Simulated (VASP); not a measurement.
Wanted: the native input for a VASP 6.6.1 run.

| Item | Value |
| --- | --- |
| Task | single point |
| Functional | LDA |
| Potentials or basis | VASP PAW LDA potentials, release 64 (C_h) |
| Cutoff | 910 eV |
| k mesh | 12 × 12 × 12 |
| Occupations | gaussian, width 0.05 eV |
| Spin | no spin polarisation |
| Dipole correction | no |
| Second run | hard_potentials |
| Further INCAR settings | ALGO = Normal; EDIFF = 1e-06; NBANDS = 11 |

The structure of C lies in POSCAR:

```
C
1.0
    0.0000000000      1.9489687552      1.7966710835
    1.5516704812      0.0000000000      1.7966710835
    1.5516704812      1.9489687552      0.0000000000
C
2
Direct
    0.5000000000      0.5000000000      0.5000000000
    0.7500000000      0.7500000000      0.7500000000
```

This cell differs from its parent crystal: strain +e along x and -e along y -0.1125, strain +e along z and -e/2 along x and y +0.0175.

These files were run (other wordings do the same):

INCAR

```
SYSTEM = C
ALGO     = Normal         ! electronic algorithm
EDIFF    = 1E-6           ! SCF threshold, eV
ENCUT    = 910            ! plane-wave cutoff, eV
GGA      = CA             ! functional
GGA_COMPAT= .False.      
ISIF     = 2              ! what is computed and relaxed
ISMEAR   = 0              ! smearing method
LASPH    = .True.         ! aspherical terms in the spheres
LCHARG   = .False.        ! write CHGCAR
LREAL    = .False.        ! projectors in reciprocal space
LWAVE    = .False.        ! write WAVECAR
NBANDS   = 11             ! bands
NELM     = 120            ! most SCF steps
PREC     = Accurate       ! precision mode
SIGMA    = 0.05           ! smearing width, eV
```

KPOINTS

```
k-points
0
Gamma
  12 12 12
  0 0 0
```

Potentials or basis: VASP PAW LDA potentials, release 64 (C_h).

Run with:

```sh
$ cat potpaw_LDA.64/C_h/POTCAR > POTCAR
$ mpirun -np 1 vasp_std > vasp.out
```

Results of the run:

| Quantity | Value |
| --- | --- |
| Pressure | 7.5 GPa |
| Band gap on the k mesh | zero (band 4 reaches 13.26 eV, above the bottom of band 5 at 12.94 eV) |

Caveat: the cell differs from its parent crystal (strain +e along x and -e along y -0.1125, strain +e along z and -e/2 along x and y +0.0175); the cutoff is under 1.25 times the usual one of these potentials, so pressure, stress and relaxed cells hold a basis-set (Pulay) error.

It took 85 s on 1 thread of AMD EPYC 7R43 64-Core Processor (Zen 3), with other jobs on the host, peak memory 0.14 GiB.
